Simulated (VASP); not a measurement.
A run of VASP 6.6.1:

Contents of INCAR:

```
PREC = Accurate
ENCUT = 520
EDIFF = 1E-7
ISMEAR = 0
SIGMA = 0.05
LREAL = F
LASPH = T
NELM = 80
ALGO = Normal
ISIF = 2
LWAVE = F
LCHARG = F
GGA = PS
NBANDS = 32
```

File KPOINTS:

```
Automatic mesh
0
Gamma
  9 9 9
```

File POSCAR:

```
Ta3W
1.0
    0.0000000000      3.2345012700      3.3335098459
    3.2345012700      0.0000000000      3.3335098459
    3.2345012700      3.2345012700      0.0000000000
Ta W
3 1
Direct
    0.2500000000      0.2500000000      0.2500000000
    0.7500000000      0.7500000000      0.7500000000
    0.5000000000      0.5000000000      0.5000000000
    0.0000000000      0.0000000000      0.0000000000
```

Potentials or basis: VASP PAW PBE potentials, release 64 (Ta_pv, W_sv).

Run with:

```console
$ cat potpaw_PBE.64/Ta_pv/POTCAR potpaw_PBE.64/W_sv/POTCAR > POTCAR
$ mpirun -np 1 vasp_std > vasp.out
```

Hardware: 1 thread of Intel(R) Xeon(R) 6975P-C (Granite Rapids) (shared host).

Q: How long does it take, and how much memory?

A: Wall time 77 s on 1 thread of Intel(R) Xeon(R) 6975P-C (Granite Rapids) (shared host), peak memory 0.29 GiB. Counts: scf iterations 15, k points 75.
